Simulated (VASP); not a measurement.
# ScAl3 in VASP: a series of runs, part 2 of 2

VASP 6.6.1.

**4. Single point, PBE**

File INCAR:

```
SYSTEM = ScAl3
  PREC = Accurate
  ENCUT = 520
  EDIFF = 1E-6
  ISMEAR = -1
  SIGMA = 0.1293
  LREAL = Auto
  LASPH = .TRUE.
  NELM = 80
  ALGO = Normal
  ISIF = 2
  LWAVE = .FALSE.
  LCHARG = .TRUE.
  GGA = PE
  LELF = .TRUE.
  LVHAR = .TRUE.
  ISYM = 0
  NBANDS = 54
```

File KPOINTS:

```
Automatic mesh
0
Gamma
  1 1 1
  0.25 0.25 0.25
```

File POSCAR:

```
ScAl3
1.0
    7.0248240000      0.2007760000     -0.0094590000
    0.2007760000      6.6358760000      0.3234210000
   -0.0094590000      0.3234210000      6.6710660000
Sc Al
4 12
Direct
    0.4098470815      0.1943296179      0.4930053854
    0.7109133312      0.3578985589      0.1995424149
    0.7166585619      0.9532881944      0.7672751929
    0.4273523180      0.6797201958     -0.0021860764
    0.1934271121      0.4696117731      0.7605659002
   -0.1778943456      0.6542753784      0.4488132632
    0.1186593803      0.4113657698      0.2155234367
    0.9582715196      1.1954729937     -0.0552854343
    0.4039437894      0.1949153633     -0.0250181631
   -0.0770322922      1.2546875832      0.5387312970
   -0.1018621400      0.7616118143      0.0775735439
    0.6349101829      0.4220692624      0.7356664666
    0.5945136661      0.9535949279      0.2641765019
    0.0467779808      0.8880981325      0.6696133552
    0.3994072890      0.7229417902      0.5770451734
    0.1952027013      0.9484475178      0.2792176809
```

On the command line:

```
$ cat potpaw_PBE.64/Sc_sv/POTCAR potpaw_PBE.64/Al/POTCAR > POTCAR
$ mpirun -np 1 vasp_std > vasp.out
```

Run time: 31 s. Hardware: 1 thread of Intel Xeon Platinum 8559C (Emerald Rapids), shared host; peak memory 0.33 GiB.

It converged, with:

| Item | Value |
| --- | --- |
| Free energy | -69.7077 eV |
| Pressure | 2.1 GPa |
| Largest force | 3.024 eV/Å |
| Band gap on the k mesh | 0.11 eV |

Forces in eV/Å, atoms in the order of the input:
```
Sc  -1.339  0.263  0.491
Sc  -0.095  0.766  0.396
Sc  -2.917  0.543 -0.581
Sc  -0.793  0.275  0.372
Al  -0.841  0.503  0.211
Al   0.191 -0.078  0.514
Al   0.427  0.100 -0.180
Al   0.862 -1.105 -0.645
Al  -0.364 -0.245  0.808
Al   0.679  0.107  0.127
Al   0.924 -0.266 -0.037
Al  -0.002 -0.060  0.366
Al   0.284 -1.092 -0.797
Al   2.816 -0.813  0.126
Al   0.570  0.790 -0.971
Al  -0.401  0.313 -0.201
```

Stress tensor (GPa, compression positive):
```
 4.24 -3.55 -1.21
-3.55 -0.03 -3.85
-1.21 -3.85  2.09
```

Levels at points of the mesh, in eV from the valence-band top:
| k point | band 38 | band 39 | band 40 | band 41 | band 42 | band 43 |
| --- | --- | --- | --- | --- | --- | --- |
| (0.25, 0.25, 0.25) | -0.36 | -0.22 | 0.00 | 0.11 | 0.54 | 0.68 |

Caveat: the k points lie up to 0.95 Å⁻¹ apart.

**5. Single point, PBE**

File INCAR:

```
ALGO = Normal ; EDIFF = 1E-7
ENCUT = 520 ; GGA = PE
ISIF = 2 ; ISMEAR = -1
ISYM = 0 ; LASPH = T
LCHARG = F ; LREAL = Auto
LWAVE = F ; NBANDS = 54
NELM = 80 ; PREC = Accurate
SIGMA = 0.0715
```

KPOINTS is that of step 4.

File POSCAR:

```
ScAl3
1.0
    7.0248240000      0.2007760000     -0.0094590000
    0.2007760000      6.6358760000      0.3234210000
   -0.0094590000      0.3234210000      6.6710660000
Sc Al
4 12
Direct
    0.3907809029      0.2004573197      0.4742662252
    0.7093064797      0.4851072716      0.1894576446
    0.6737892644      0.9261771239      0.7036826260
    0.3603398923      0.7289892223      1.0523166810
    0.1824139247      0.4788948825      0.7938804370
    0.8957908975      0.6502856528      0.4990112899
    0.0972617811      0.3783254927      0.1964872765
    0.9070171822      0.1718176322      0.9359262890
    0.4113093110      0.1749888890      1.0239019511
    0.9499243328      0.2670041891      0.5391990684
    0.9505182559      0.7596270214     -0.0089511000
    0.6188423726      0.4098659007      0.7495493809
    0.6834996637      0.9664316629      0.2147293893
    0.1708766759      0.8722771609      0.7077802215
    0.4530487442      0.6919820627      0.4621082834
    0.1096017641      0.9745331127      0.3052080806
```

Potentials or basis: VASP PAW PBE potentials, release 64 (Sc_sv, Al).

On the command line:

```
$ cat potpaw_PBE.64/Sc_sv/POTCAR potpaw_PBE.64/Al/POTCAR > POTCAR
$ mpirun -np 1 vasp_std > vasp.out
```

OUTCAR:

```text
EDIFF = 1E-7
   ENCUT = 520
   GGA = PE
   ISIF = 2
   ISMEAR = -1
   ISYM = 0
   LASPH = T
   LREAL = Auto
   NELM = 80
   PREC = Accurate

 ion  position               nearest neighbor table
   1  0.391  0.200  0.474-  16 2.85   7 2.89  12 2.94   3 2.94   9 3.03  14 3.05  13 3.13  10 3.14
                             5 3.25  15 3.31  15 3.39
   2  0.709  0.485  0.189-   7 2.78   6 2.79  11 2.80  15 2.94   4 2.95  10 3.08   8 3.08  12 3.10
                            13 3.21   9 3.29
   3  0.674  0.926  0.704-   6 2.80  11 2.83  15 2.86   8 2.93   1 2.94  10 3.18  13 3.25  12 3.26
                             9 3.32   4 3.43
   4  0.360  0.729  0.052-  14 2.72  15 2.80   5 2.85  11 2.90   2 2.95  16 2.97   9 2.99  13 3.09
                             7 3.14   3 3.43
   5  0.182  0.479  0.794-  14 2.62   7 2.78  11 2.83   9 2.84   4 2.85  10 2.88   6 2.92   8 2.98
                            12 3.09  15 3.20   1 3.25
   6  0.896  0.650  0.499-  10 2.54   2 2.79   3 2.80  16 2.90   5 2.92  14 2.93  12 3.00  13 3.02
                            15 3.11   7 3.13
   7  0.097  0.378  0.196-  10 2.57  16 2.71   8 2.72   2 2.78   5 2.78   9 2.83   1 2.89  11 2.90
                             6 3.13   4 3.14
   8  0.907  0.172  0.936-  10 2.69   7 2.72  12 2.72  11 2.73  13 2.75   3 2.93   5 2.98  16 3.00
                             2 3.08  14 3.14
   9  0.411  0.175  0.024-  13 2.56  12 2.76   7 2.83   5 2.84   4 2.99   1 3.03  16 3.11   2 3.29
                             3 3.32
  10  0.950  0.267  0.539-   6 2.54   7 2.57   8 2.69  16 2.80   5 2.88  12 2.88   2 3.08  14 3.08
                             1 3.14   3 3.18
  11  0.951  0.760  0.991-  14 2.53   8 2.73  13 2.78   2 2.80   5 2.83   3 2.83   7 2.90   4 2.90
                            16 2.91
  12  0.619  0.410  0.750-   8 2.72  15 2.76   9 2.76  10 2.88   1 2.94   6 3.00   5 3.09   2 3.10
                             3 3.26
  13  0.683  0.966  0.215-   9 2.56   8 2.75  11 2.78  15 2.91   6 3.02  16 3.06   4 3.09   1 3.13
                             2 3.21   3 3.25
  14  0.171  0.872  0.708-  11 2.53   5 2.62   4 2.72  16 2.74  15 2.86   6 2.93   1 3.05  10 3.08
                             8 3.14
  15  0.453  0.692  0.462-  12 2.76   4 2.80  14 2.86   3 2.86  13 2.91   2 2.94  16 3.09   6 3.11
                             5 3.20   1 3.31   1 3.39
  16  0.110  0.975  0.305-   7 2.71  14 2.74  10 2.80   1 2.85   6 2.90  11 2.91   4 2.97   8 3.00
                            13 3.06  15 3.09   9 3.11

IMPORTANT INFORMATION: All symmetrisations will be switched off!
NOSYMM: (Re-)initialisation of all symmetry stuff for point group C_1.

----------------------------------------------------------------------------------------

                                     Primitive cell

  volume of cell :     309.9719

  direct lattice vectors                    reciprocal lattice vectors
     7.024824000  0.200776000 -0.009459000     0.142476656 -0.004330873  0.000411985
     0.200776000  6.635876000  0.323421000    -0.004330873  0.151184571 -0.007335744
    -0.009459000  0.323421000  6.671066000     0.000411985 -0.007335744  0.150257310

  length of vectors
     7.027698962  6.646785872  6.678908009     0.142543059  0.151424385  0.150436837

  position of ions in fractional coordinates (direct lattice)
     0.390780903  0.200457320  0.474266225
     0.709306480  0.485107272  0.189457645
     0.673789264  0.926177124  0.703682626
     0.360339892  0.728989222  0.052316681
     0.182413925  0.478894883  0.793880437
     0.895790897  0.650285653  0.499011290
[... 8 lines left out ...]
     0.453048744  0.691982063  0.462108283
     0.109601764  0.974533113  0.305208081

  ion indices of the primitive-cell ions
   primitive index   ion index
                 1           1
                 2           2
                 3           3
                 4           4
                 5           5
                 6           6
[... 8 lines left out ...]
                15          15
                16          16

----------------------------------------------------------------------------------------

 KPOINTS: Automatic mesh

Automatic generation of k-mesh.
 Grid dimensions read from file:
 generate k-points for:    1    1    1

 Generating k-lattice:

  Cartesian coordinates                     Fractional coordinates (reciprocal lattice)
     0.142476656 -0.004330873  0.000411985     1.000000000 -0.000000000  0.000000000
    -0.004330873  0.151184571 -0.007335744    -0.000000000  1.000000000  0.000000000
     0.000411985 -0.007335744  0.150257310     0.000000000  0.000000000  1.000000000

  Length of vectors
     0.142543059  0.151424385  0.150436837

  Shift w.r.t. Gamma in fractional coordinates (k-lattice)
     0.250000000  0.250000000  0.250000000

 Subroutine IBZKPT returns following result:
 ===========================================

 Found      1 irreducible k-points:

 Following reciprocal coordinates:
            Coordinates               Weight
  0.250000  0.250000  0.250000      2.000000
   k-points           NKPTS =      1   k-points in BZ     NKDIM =      1   number of bands    NBANDS=     54
   number of dos      NEDOS =    301   number of ions     NIONS =     16
   total plane-waves  NPLWV = 135000
   dimension x,y,z NGX =    54 NGY =   50 NGZ =   50
   dimension x,y,z NGXF=   108 NGYF=  100 NGZF=  100
   ions per type =               4  12
   NGX,Y,Z   is equivalent  to a cutoff of  12.77, 12.51, 12.45 a.u.
   NGXF,Y,Z  is equivalent  to a cutoff of  25.55, 25.01, 24.89 a.u.
 SYSTEM =  unknown system
   PREC   = accura    normal or accurate (medium, high low for compatibility)
   ISTART =      0    job   : 0-new  1-cont  2-samecut
   ICHARG =      2    charge: 1-file 2-atom 10-const
   ISPIN  =      1    spin polarized calculation?
   LNONCOLLINEAR =      F non collinear calculations
   LSORBIT =      F    spin-orbit coupling
   LASPH  =      T    aspherical Exc in radial PAW
   ENCUT  =  520.0 eV  38.22 Ry    6.18 a.u.  13.07 12.36 12.42*2*pi/ulx,y,z
   NELM   =     80;   NELMIN=  2; NELMDL= -5     # of ELM steps
   EDIFF  = 0.1E-06   stopping-criterion for ELM
   LREAL  =      T    real-space projection
   EDIFFG = 0.1E-05   stopping-criterion for IOM
   NSW    =      0    number of steps for IOM
   IBRION =     -1    ionic relax: 0-MD 1-quasi-New 2-CG
   NFREE  =      0    steps in history (QN), initial steepest desc. (CG)
   ISIF   =      2    stress and relaxation
   ISYM   =      0    0-nonsym 1-usesym 2-fastsym
   POTIM  = 0.5000    time-step for ionic-motion
   TEBEG  =    0.0;   TEEND  =   0.0 temperature during run
   PSTRESS=    0.0 pullay stress
   NELECT =      80.0000    total number of electrons
   NUPDOWN=      -1.0000    fix difference up-down
   EMIN   =  10.00;   EMAX   =-10.00  energy-range for DOS
   EFERMI =   0.00;   METHOD = LEGACY
   ISMEAR =    -1;   SIGMA  =   0.07  broadening in eV -4-tet -1-fermi 0-gaus
   EFERMI_NEDOS =   21; number of points for ismear=-14 and -15
   IALGO  =     38    algorithm
   IMIX   =      4    mixing-type and parameters
     AMIX     =   0.40;   BMIX     =  1.00
     AMIX_MAG =   1.60;   BMIX_MAG =  1.00
  volume/ion in A,a.u.               =      19.37       130.74
  Fermi-wavevector in a.u.,A,eV,Ry     =   1.042311  1.969682 14.781539  1.086412
  Thomas-Fermi vector in A             =   2.176971
   LORBIT       =      0    0 simple, 1 ext, 2 COOP (PROOUT), +10 PAW based schemes
   GGA     = PE    functional components
   LHFCALC =     F    Hartree Fock is set to
   AEXX    =    0.0000 exact exchange contribution
   IVDW    =     0    specifies the selected vdW correction
   LEPSILON=     F    determine dielectric tensor
   LRPA    =     F    only Hartree local field effects (RPA)
 non-spin polarized calculation
  energy-cutoff  :      520.00
  volume of cell :      309.97
 maximum number of plane-waves:      8348
 NGX is ok and might be reduce to    54
   NGX = 27   NGY = 25   NGZ = 25

 number of electron      79.9999998 magnetization

 Free energy of the ion-electron system (eV)
  ---------------------------------------------------
  ext. energy  EPLUGINS =         0.00000000
  ---------------------------------------------------
  free energy    TOTEN  =       -70.72171811 eV

  energy without entropy =      -70.52764636  energy(sigma->0) =      -70.62468223

 E-fermi :   5.9358     XC(G=0):  -9.8854

 val. band max:        5.8708151296   @ k =   0.2500   0.2500   0.2500
 cond. band min:       5.9935194694   @ k =   0.2500   0.2500   0.2500
 fundamental gap:      0.1227043398
 Fermi energy:         5.9358096940

 k-point     1 :       0.2500    0.2500    0.2500
  band No.  band energies     occupation
      1     -43.5091      2.00000
      2     -43.4150      2.00000
      3     -43.3627      2.00000
      4     -43.2483      2.00000
      5     -22.2759      2.00000
      6     -22.2579      2.00000
[... 44 lines left out ...]
     51       7.7969      0.00000
     52       7.9567      0.00000
 [bands above 52 left out]

------------------------ aborting loop because EDIFF is reached ----------------------------------------

  FORCE on cell =-STRESS in cart. coord.  units (eV):
  Direction    XX          YY          ZZ          XY          YZ          ZX
  --------------------------------------------------------------------------------------
  -------------------------------------------------------------------------------------
  Total       -2.0084054     -3.3427069      0.7096924     -3.7700255     -9.4007247     -0.4076751
  in kB      -10.3810091    -17.2777225      3.6682453    -19.4864394    -48.5902948     -2.1071838
  external PRESSURE =      -7.9968288 kB  Pullay stress =       0.0000000 kB

 VOLUME and BASIS-vectors are now :
 -----------------------------------------------------------------------------
  energy-cutoff  :      520.00
  volume of cell :      309.97
      direct lattice vectors                 reciprocal lattice vectors
     7.024824000  0.200776000 -0.009459000     0.142476656 -0.004330873  0.000411985
     0.200776000  6.635876000  0.323421000    -0.004330873  0.151184571 -0.007335744
    -0.009459000  0.323421000  6.671066000     0.000411985 -0.007335744  0.150257310

 POSITION                                       TOTAL-FORCE (eV/Angst)
 -----------------------------------------------------------------------------------
      2.78093      1.56206      3.22500        -0.798591     -0.049623     -0.400244
      5.07836      3.42280      1.41407        -0.302162     -1.085684      0.377820
      4.91255      6.50886      4.98749         0.391576      1.093319      1.109460
      2.67719      4.92675      0.58137        -0.096366     -0.815107     -0.212167
      1.37007      3.47127      5.44919         0.331286     -0.248813     -0.175637
      6.41862      4.65646      3.53078         0.541484     -0.021273     -0.393196
[... 8 lines left out ...]
      3.31715      4.83232      3.30227         0.123910      0.259855      0.704051
      0.96271      6.58760      2.35021        -0.001986      0.168532      0.209240
 -----------------------------------------------------------------------------------
    total drift:                               -0.002709      0.006720     -0.002835

  FREE ENERGIE OF THE ION-ELECTRON SYSTEM (eV)
  ---------------------------------------------------
  free  energy   TOTEN  =       -70.7217181060 eV

  energy  without entropy=      -70.5276463605  energy(sigma->0) =      -70.62468223
```

Wall time 35 s (1 thread of Intel Xeon Platinum 8559C (Emerald Rapids), shared host); peak memory 0.33 GiB.

Results:

* Free energy: -70.7217 eV
* Pressure: -0.8 GPa
* Largest force: 1.606 eV/Å
* Band gap on the k mesh: 0.12 eV

Forces on the atoms (eV/Å):
```
Sc  -0.799 -0.050 -0.400
Sc  -0.302 -1.086  0.378
Sc   0.392  1.093  1.109
Sc  -0.096 -0.815 -0.212
Al   0.331 -0.249 -0.176
Al   0.541 -0.021 -0.393
Al   0.862  0.658 -0.489
Al  -0.118 -0.405 -0.318
Al  -0.170  1.062 -0.510
Al  -0.268 -0.894  0.469
Al   0.013 -0.087  0.760
Al  -0.422  0.356 -0.209
Al   0.096 -0.874  0.258
Al  -0.183  0.881 -1.180
Al   0.124  0.260  0.704
Al  -0.002  0.169  0.209
```

Levels at points of the mesh, in eV from the valence-band top:
```csv
k point,band 38,band 39,band 40,band 41,band 42,band 43
"(0.25, 0.25, 0.25)",-0.37,-0.21,0.00,0.12,0.51,0.68
```

Caveat: the k points lie up to 0.95 Å⁻¹ apart.

**6. Single point, PBE**

File INCAR:

```
SYSTEM = ScAl3
PREC     = Accurate       ! precision mode
ENCUT    = 520            ! plane-wave cutoff, eV
EDIFF    = 1E-6           ! SCF threshold, eV
ISMEAR   = -1             ! smearing method
SIGMA    = 0.0715         ! smearing width, eV
LREAL    = Auto         
LASPH    = .True.         ! aspherical terms in the spheres
NELM     = 100            ! most SCF steps
ALGO     = Normal         ! electronic algorithm
ISIF     = 2              ! what is computed and relaxed
LWAVE    = .False.        ! write WAVECAR
LCHARG   = .True.         ! write CHGCAR
GGA      = PE             ! functional
LELF     = .True.         ! ELF
LVHAR    = .True.       
ISYM     = 0            
NBANDS   = 54             ! bands
```

KPOINTS is that of step 5.

File POSCAR:

```
ScAl3
1.0
    7.0248240000      0.2007760000     -0.0094590000
    0.2007760000      6.6358760000      0.3234210000
   -0.0094590000      0.3234210000      6.6710660000
Sc Al
4 12
Direct
    0.3675412400      0.2667518226      0.4977151225
    0.7169247541      0.4359852551      0.2514636497
    0.7097825329      0.9696481895      0.6804584524
    0.3799876467      0.7368653738      0.9954775694
    0.1677482895      0.4947100294      0.7895243607
    0.9432546281      0.6718439611      0.4300552265
    0.1366534184      0.4090782765      0.1712985750
    0.9125476516      0.2083902479      0.9238190727
    0.4295869943      0.2217456006      1.0244447109
    0.9552718613      0.2615261082      0.5549067992
    0.9270872790      0.7716822013      0.0241286909
    0.6345621702      0.4695103454      0.6918249374
    0.6365132572      0.9254784677      0.2529305822
    0.1132250425      0.9183500623      0.6974995151
    0.4335973861      0.7266133548      0.4953850524
    0.1660436664      1.0058463660      0.2743781533
```

Potentials or basis: VASP PAW PBE potentials, release 64 (Sc_sv, Al).

On the command line:

```
$ cat potpaw_PBE.64/Sc_sv/POTCAR potpaw_PBE.64/Al/POTCAR > POTCAR
$ mpirun -np 1 vasp_std > vasp.out
```

Wall time 39 s (1 thread of Intel Xeon Platinum 8559C (Emerald Rapids), shared host); peak memory 0.33 GiB.

Results (log left out):

| Item | Value |
| --- | --- |
| Free energy | -71.0507 eV |
| Pressure | 0.0 GPa |
| Largest force | 1.713 eV/Å |
| Band gap on the k mesh | 0.17 eV |

Forces on the atoms (eV/Å):
```
Sc  -0.192 -1.199 -0.246
Sc  -0.666  0.154 -0.620
Sc  -0.559  0.137  0.947
Sc   0.323 -0.527 -0.153
Al   0.039  0.659 -0.364
Al   0.510 -0.104  0.342
Al  -0.837  0.369  0.362
Al  -0.369 -0.985  1.056
Al   0.686  0.045 -0.519
Al   0.592  0.856 -1.059
Al   0.174  0.213  0.085
Al   0.870 -0.845  1.210
Al   0.286  0.907 -1.057
Al   0.817 -0.404 -0.374
Al  -1.428  0.450  0.192
Al  -0.245  0.273  0.197
```

Stress tensor (GPa, compression positive):
```
 0.63 -0.18  2.38
-0.18 -2.09 -4.42
 2.38 -4.42  1.45
```

Levels at points of the mesh, in eV from the valence-band top:
| k point | band 37 | band 38 | band 39 | band 40 | band 41 | band 42 | band 43 | band 44 |
| --- | --- | --- | --- | --- | --- | --- | --- | --- |
| (0.25, 0.25, 0.25) | -0.47 | -0.30 | -0.14 | 0.00 | 0.17 | 0.66 | 0.87 | 0.97 |

Caveat: the k points lie up to 0.95 Å⁻¹ apart.
